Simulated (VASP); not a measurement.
Wanted: the native input for a VASP 6.6.1 run.

```yaml
Task: single point
Functional: PBE
Potentials_or_basis: VASP PAW PBE potentials, release 64 (Lu, N, F)
Cutoff: 520 eV
k_mesh: 4 × 4 × 2
Occupations: gaussian, width 0.15 eV
Spin: no spin polarisation
Dipole_correction: no
Further_INCAR_settings: ALGO = Normal; EDIFF = 1e-06; NBANDS = 47
```

The structure of Lu2NF3 lies in POSCAR:

```
Lu2NF3
1.0
    3.8060716221      0.0000000000      0.0000000000
   -1.9030358110      3.2961547134      0.0000000000
    0.0000000000      0.0000000000      5.7951074549
Lu N F
2 1 3
Direct
    0.6666666667      0.3333333333      0.7367011238
    0.6666666667      0.3333333333      0.2632988762
    0.0000000000      0.0000000000      0.5000000000
    0.0000000000      0.0000000000      0.0000000000
    0.3333333333      0.6666666667      0.5000000000
    0.3333333333      0.6666666667      0.0000000000
```

These files were run (other wordings do the same):

INCAR

```
PREC = Accurate ; ENCUT = 520
EDIFF = 1E-6 ; ISMEAR = 0
SIGMA = 0.15 ; LREAL = False
LASPH = True ; NELM = 80
ALGO = Normal ; ISIF = 2
LWAVE = False ; LCHARG = True
GGA = PE ; LELF = True
LVHAR = True ; NBANDS = 47
```

KPOINTS

```
regular mesh
0
Gamma
  4 4 2
```

Potentials or basis: VASP PAW PBE potentials, release 64 (Lu, N, F).

The run is started by

```console
$ cat potpaw_PBE.64/Lu/POTCAR potpaw_PBE.64/N/POTCAR potpaw_PBE.64/F/POTCAR > POTCAR
$ mpirun -np 1 vasp_std > vasp.out
```

It gave:

| Quantity | Value |
| --- | --- |
| Pressure | 0.1 GPa |
| Largest force | 0.078 eV/Å |
| Band gap on the k mesh | zero (band 38 reaches 4.17 eV, above the bottom of band 39 at 3.22 eV) |

Caveat: the k points lie up to 0.54 Å⁻¹ apart; spin-orbit coupling is left out, which moves the levels of the heavy elements.

Wall time 43 s on 1 thread of Intel(R) Xeon(R) 6975P-C (Granite Rapids) (shared host), peak memory 0.19 GiB.
